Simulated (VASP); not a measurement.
# NaAsF6 (R-3) in VASP: single point with LDA

Aim: the single point of NaAsF6 with LDA.

All numbers are computed with VASP 6.6.1; they aren't measurements. Logs are shortened: lines on timing, memory, paths and dates and some standing lists are left out, and cuts for length are marked.

**1. The cell of the first run**

It takes space group R-3 (No. 148, trigonal). The conventional cell has a = 5.097 Å, b = 5.097 Å, c = 14.122 Å, α = 90.00°, β = 90.00°, γ = 120.00°. Na (site symmetry -3) has 6 F at 2.28 Å within 3.0 Å. As (site symmetry -3) has 6 F at 1.74 Å within 2.3 Å. Within 2.3 Å of F (site symmetry 1) lie 1 As at 1.74 Å and 1 Na at 2.28 Å.

**2. Single point, LDA**

File INCAR:

```
SYSTEM = NaAsF6
PREC     = Accurate       ! precision mode
ENCUT    = 520            ! plane-wave cutoff, eV
EDIFF    = 1E-6           ! SCF threshold, eV
ISMEAR   = 0              ! smearing method
SIGMA    = 0.01           ! smearing width, eV
LREAL    = .False.        ! projectors in reciprocal space
LASPH    = .True.         ! aspherical terms in the spheres
NELM     = 100            ! most SCF steps
ALGO     = Normal         ! electronic algorithm
ISIF     = 2              ! what is computed and relaxed
LWAVE    = .False.        ! write WAVECAR
LCHARG   = .False.        ! write CHGCAR
GGA      = CA             ! functional
NBANDS   = 37             ! bands
```

File KPOINTS:

```
regular mesh
0
Gamma
  5 5 5
  0 0 0
```

File POSCAR:

```
NaAsF6
1.0
    2.5483170300      1.4712715200      4.7072945700
   -2.5483170300      1.4712715200      4.7072945700
    0.0000000000     -2.9425430400      4.7072945700
Na As F
1 1 6
Direct
    0.4999999996      0.4999999996      0.4999999996
    0.0000000000      0.0000000000      0.0000000000
    0.3481305100      0.0760717387      0.7900122804
    0.7900122794      0.3481305093      0.0760717405
    0.0760717406      0.7900122781      0.3481305105
    0.6518694893      0.9239282606      0.2099877189
    0.2099877199      0.6518694900      0.9239282588
    0.9239282587      0.2099877212      0.6518694888
```

Potentials or basis: VASP PAW LDA potentials, release 64 (Na_pv, As, F).

Launch:

```
cat potpaw_LDA.64/Na_pv/POTCAR potpaw_LDA.64/As/POTCAR potpaw_LDA.64/F/POTCAR > POTCAR
mpirun -np 1 vasp_std > vasp.out
```

OUTCAR:

```text
SYSTEM = NaAsF6
   PREC = Accurate
   ENCUT = 520
   EDIFF = 1E-6
   ISMEAR = 0
   LREAL = .False.
   LASPH = .True.
   NELM = 100
   ISIF = 2
   GGA = CA

 ion  position               nearest neighbor table
   1  0.500  0.500  0.500-   5 2.28   8 2.28   4 2.28   7 2.28   3 2.28   6 2.28
   2  0.000  0.000  0.000-   3 1.74   4 1.74   6 1.74   5 1.74   7 1.74   8 1.74
   3  0.348  0.076  0.790-   2 1.74   1 2.28
   4  0.790  0.348  0.076-   2 1.74   1 2.28
   5  0.076  0.790  0.348-   2 1.74   1 2.28
   6  0.652  0.924  0.210-   2 1.74   1 2.28
   7  0.210  0.652  0.924-   2 1.74   1 2.28
   8  0.924  0.210  0.652-   2 1.74   1 2.28

  LATTYP: Found a trigonal (rhomboedric) cell.
 ALAT       =     5.5513225217
 COS(alpha) =     0.5785520078

  Lattice vectors:

 A1 = (   2.5483170300,   1.4712715200,   4.7072945700)
 A2 = (  -2.5483170300,   1.4712715200,   4.7072945700)
 A3 = (   0.0000000000,  -2.9425430400,   4.7072945700)

Analysis of symmetry for initial positions (statically):
=====================================================================
 Subroutine PRICEL returns:
 Original cell was already a primitive cell.

 Routine SETGRP: Setting up the symmetry group for a
 trigonal (rhombohedral) supercell.

 Subroutine GETGRP returns: Found  6 space group operations
 (whereof  6 operations were pure point group operations)
 out of a pool of 12 trial point group operations.

The static configuration has the point symmetry S_6 .

Analysis of symmetry for dynamics (positions and initial velocities):
=====================================================================
 Subroutine PRICEL returns:
 Original cell was already a primitive cell.

 Routine SETGRP: Setting up the symmetry group for a
 trigonal (rhombohedral) supercell.

 Subroutine GETGRP returns: Found  6 space group operations
 (whereof  6 operations were pure point group operations)
 out of a pool of 12 trial point group operations.

The dynamic configuration has the point symmetry S_6 .

 Subroutine INISYM returns: Found  6 space group operations
 (whereof  6 operations are pure point group operations),
 and found     1 'primitive' translations

----------------------------------------------------------------------------------------

                                     Primitive cell

  volume of cell :     105.8934

  direct lattice vectors                    reciprocal lattice vectors
     2.548317030  1.471271520  4.707294570     0.196207926  0.113280699  0.070812083
    -2.548317030  1.471271520  4.707294570    -0.196207926  0.113280699  0.070812083
     0.000000000 -2.942543040  4.707294570     0.000000000 -0.226561399  0.070812083

  length of vectors
     5.551322522  5.551322522  5.551322519     0.237369792  0.237369792  0.237369793

  position of ions in fractional coordinates (direct lattice)
     0.500000000  0.500000000  0.500000000
     0.000000000  0.000000000  0.000000000
     0.348130510  0.076071739  0.790012280
     0.790012279  0.348130509  0.076071740
     0.076071741  0.790012278  0.348130510
     0.651869489  0.923928261  0.209987719
     0.209987720  0.651869490  0.923928259
     0.923928259  0.209987721  0.651869489

  ion indices of the primitive-cell ions
   primitive index   ion index
                 1           1
                 2           2
                 3           3
                 4           4
                 5           5
                 6           6
                 7           7
                 8           8

----------------------------------------------------------------------------------------

 KPOINTS: regular mesh

Automatic generation of k-mesh.
 Grid dimensions read from file:
 generate k-points for:    5    5    5

 Generating k-lattice:

  Cartesian coordinates                     Fractional coordinates (reciprocal lattice)
     0.039241585  0.022656140  0.014162417     0.200000000 -0.000000000  0.000000000
    -0.039241585  0.022656140  0.014162417    -0.000000000  0.200000000  0.000000000
     0.000000000 -0.045312280  0.014162417     0.000000000  0.000000000  0.200000000

  Length of vectors
     0.047473958  0.047473958  0.047473959

  Shift w.r.t. Gamma in fractional coordinates (k-lattice)
     0.000000000  0.000000000  0.000000000

 Subroutine IBZKPT returns following result:
 ===========================================

 Found     23 irreducible k-points:

 Following reciprocal coordinates:
            Coordinates               Weight
  0.000000  0.000000  0.000000      1.000000
  0.200000  0.000000  0.000000      6.000000
  0.400000 -0.000000 -0.000000      6.000000
  0.200000  0.200000  0.000000      6.000000
  0.400000  0.200000 -0.000000      6.000000
 -0.400000  0.000000 -0.200000      6.000000
[... 15 lines left out ...]
  0.400000  0.400000  0.400000      2.000000
 -0.400000  0.400000  0.400000      6.000000
   k-points           NKPTS =     23   k-points in BZ     NKDIM =     23   number of bands    NBANDS=     37
   number of dos      NEDOS =    301   number of ions     NIONS =      8
   total plane-waves  NPLWV =  74088
   dimension x,y,z NGX =    42 NGY =   42 NGZ =   42
   dimension x,y,z NGXF=    84 NGYF=   84 NGZF=   84
   ions per type =               1   1   6
   NGX,Y,Z   is equivalent  to a cutoff of  12.58, 12.58, 12.58 a.u.
   NGXF,Y,Z  is equivalent  to a cutoff of  25.16, 25.16, 25.16 a.u.
 SYSTEM =  NaAsF6
   PREC   = accura    normal or accurate (medium, high low for compatibility)
   ISTART =      0    job   : 0-new  1-cont  2-samecut
   ICHARG =      2    charge: 1-file 2-atom 10-const
   ISPIN  =      1    spin polarized calculation?
   LNONCOLLINEAR =      F non collinear calculations
   LSORBIT =      F    spin-orbit coupling
   LASPH  =      T    aspherical Exc in radial PAW
   ENCUT  =  520.0 eV  38.22 Ry    6.18 a.u.  10.32 10.32 10.32*2*pi/ulx,y,z
   NELM   =    100;   NELMIN=  2; NELMDL= -5     # of ELM steps
   EDIFF  = 0.1E-05   stopping-criterion for ELM
   LREAL  =      F    real-space projection
   EDIFFG = 0.1E-04   stopping-criterion for IOM
   NSW    =      0    number of steps for IOM
   IBRION =     -1    ionic relax: 0-MD 1-quasi-New 2-CG
   NFREE  =      0    steps in history (QN), initial steepest desc. (CG)
   ISIF   =      2    stress and relaxation
   ISYM   =      2    0-nonsym 1-usesym 2-fastsym
   POTIM  = 0.5000    time-step for ionic-motion
   TEBEG  =    0.0;   TEEND  =   0.0 temperature during run
   PSTRESS=    0.0 pullay stress
   NELECT =      54.0000    total number of electrons
   NUPDOWN=      -1.0000    fix difference up-down
   EMIN   =  10.00;   EMAX   =-10.00  energy-range for DOS
   EFERMI =   0.00;   METHOD = LEGACY
   ISMEAR =     0;   SIGMA  =   0.01  broadening in eV -4-tet -1-fermi 0-gaus
   EFERMI_NEDOS =   21; number of points for ismear=-14 and -15
   IALGO  =     38    algorithm
   IMIX   =      4    mixing-type and parameters
     AMIX     =   0.40;   BMIX     =  1.00
     AMIX_MAG =   1.60;   BMIX_MAG =  1.00
  volume/ion in A,a.u.               =      13.24        89.33
  Fermi-wavevector in a.u.,A,eV,Ry     =   1.307926  2.471621 23.275078  1.710670
  Thomas-Fermi vector in A             =   2.438627
   LORBIT       =      0    0 simple, 1 ext, 2 COOP (PROOUT), +10 PAW based schemes
   GGA     = CA    functional components
   LHFCALC =     F    Hartree Fock is set to
   AEXX    =    0.0000 exact exchange contribution
   IVDW    =     0    specifies the selected vdW correction
   LEPSILON=     F    determine dielectric tensor
   LRPA    =     F    only Hartree local field effects (RPA)
 non-spin polarized calculation
 Gauss-broadening in eV      SIGMA  =   0.01
  energy-cutoff  :      520.00
  volume of cell :      105.89
 maximum number of plane-waves:      2876
 NGX is ok and might be reduce to    42
   NGX = 21   NGY = 21   NGZ = 21

 number of electron      53.9999959 magnetization

 Free energy of the ion-electron system (eV)
  ---------------------------------------------------
  ext. energy  EPLUGINS =         0.00000000
  ---------------------------------------------------
  free energy    TOTEN  =       -39.78262712 eV

  energy without entropy =      -39.78262712  energy(sigma->0) =      -39.78262712

 E-fermi :  -3.2867     XC(G=0):  -9.5076

 val. band max:       -3.3469959384   @ k =  -0.4000   0.4000   0.0000
 cond. band min:       2.1110443612   @ k =   0.0000   0.0000   0.0000
 fundamental gap:      5.4580402997
 Fermi energy:        -3.2867067729

 k-point     1 :       0.0000    0.0000    0.0000
  band No.  band energies     occupation
      1     -25.4335      2.00000
      2     -23.7410      2.00000
      3     -23.6755      2.00000
      4     -23.6755      2.00000
      5     -22.9073      2.00000
      6     -22.9073      2.00000
[... 29 lines left out ...]
     36      12.4691      0.00000
     37      12.5275      0.00000

 k-point     2 :       0.2000    0.0000    0.0000
  band No.  band energies     occupation
      1     -25.4090      2.00000
      2     -23.7266      2.00000
      3     -23.6997      2.00000
      4     -23.6704      2.00000
      5     -22.9378      2.00000
      6     -22.9301      2.00000
[... 29 lines left out ...]
     36      11.9826      0.00000
     37      12.1482      0.00000

 k-point     3 :       0.4000   -0.0000   -0.0000
  band No.  band energies     occupation
      1     -25.3672      2.00000
      2     -23.7559      2.00000
      3     -23.6903      2.00000
      4     -23.6571      2.00000
      5     -22.9880      2.00000
      6     -22.9678      2.00000
[... 29 lines left out ...]
     36      11.8114      0.00000
     37      11.8630      0.00000

 k-point     4 :       0.2000    0.2000    0.0000
  band No.  band energies     occupation
      1     -25.4026      2.00000
      2     -23.7362      2.00000
      3     -23.6990      2.00000
      4     -23.6783      2.00000
      5     -22.9573      2.00000
      6     -22.9012      2.00000
[... 29 lines left out ...]
     36      12.1118      0.00000
     37      12.4677      0.00000
[... 643 lines left out ...]
      1     -25.3343      2.00000
      2     -23.7814      2.00000
      3     -23.7438      2.00000
      4     -23.7103      2.00000
      5     -22.9243      2.00000
      6     -22.9138      2.00000
[... 29 lines left out ...]
     36      11.9265      0.00000
     37      12.4145      0.00000

 k-point    22 :       0.4000    0.4000    0.4000
  band No.  band energies     occupation
      1     -25.4012      2.00000
      2     -23.7741      2.00000
      3     -23.6523      2.00000
      4     -23.6523      2.00000
      5     -22.9613      2.00000
      6     -22.9613      2.00000
[... 29 lines left out ...]
     36      11.9177      0.00000
     37      12.2478      0.00000

 k-point    23 :      -0.4000    0.4000    0.4000
  band No.  band energies     occupation
      1     -25.3739      2.00000
      2     -23.7717      2.00000
      3     -23.7008      2.00000
      4     -23.6665      2.00000
      5     -22.9602      2.00000
      6     -22.9370      2.00000
[... 29 lines left out ...]
     36      11.8980      0.00000
     37      12.5974      0.00000

------------------------ aborting loop because EDIFF is reached ----------------------------------------

  FORCE on cell =-STRESS in cart. coord.  units (eV):
  Direction    XX          YY          ZZ          XY          YZ          ZX
  --------------------------------------------------------------------------------------
  -------------------------------------------------------------------------------------
  Total       -0.6305649     -0.6305649     -0.6598679     -0.0000000      0.0000000     -0.0000000
  in kB       -9.5405069     -9.5405069     -9.9838638     -0.0000003      0.0000000     -0.0000000
  external PRESSURE =      -9.6882925 kB  Pullay stress =       0.0000000 kB

 VOLUME and BASIS-vectors are now :
 -----------------------------------------------------------------------------
  energy-cutoff  :      520.00
  volume of cell :      105.89
      direct lattice vectors                 reciprocal lattice vectors
     2.548317030  1.471271520  4.707294570     0.196207926  0.113280699  0.070812083
    -2.548317030  1.471271520  4.707294570    -0.196207926  0.113280699  0.070812083
     0.000000000 -2.942543040  4.707294570     0.000000000 -0.226561399  0.070812083

 POSITION                                       TOTAL-FORCE (eV/Angst)
 -----------------------------------------------------------------------------------
      0.00000      0.00000      7.06094         0.000000      0.000000     -0.000000
      0.00000      0.00000      0.00000         0.000000      0.000000     -0.000000
      0.69329     -1.70053      5.71567         0.018743      0.103280      0.081933
      1.12605      1.45067      5.71567        -0.098814     -0.035408      0.081933
     -1.81935      0.24986      5.71567         0.080072     -0.067872      0.081933
     -0.69329      1.70053      8.40622        -0.018743     -0.103280     -0.081933
     -1.12605     -1.45067      8.40622         0.098814      0.035408     -0.081933
      1.81935     -0.24986      8.40622        -0.080072      0.067872     -0.081933
 -----------------------------------------------------------------------------------
    total drift:                                0.000000     -0.000000      0.000055

  FREE ENERGIE OF THE ION-ELECTRON SYSTEM (eV)
  ---------------------------------------------------
  free  energy   TOTEN  =       -39.7826271214 eV

  energy  without entropy=      -39.7826271214  energy(sigma->0) =      -39.78262712
```

Wall time 91 s (1 thread of Intel Xeon Platinum 8488C (Sapphire Rapids), shared host); peak memory 0.25 GiB.

What came out:

```yaml
Free_energy: -39.7826 eV
Pressure: -1.0 GPa
Largest_force: 0.133 eV/Å
Band_gap_on_the_k_mesh: 5.46 eV, indirect (least direct gap 5.53 eV)
```

Forces on the atoms (eV/Å):
```
Na   0.000  0.000  0.000
As   0.000  0.000  0.000
F    0.019  0.103  0.082
F   -0.099 -0.035  0.082
F    0.080 -0.068  0.082
F   -0.019 -0.103 -0.082
F    0.099  0.035 -0.082
F   -0.080  0.068 -0.082
```
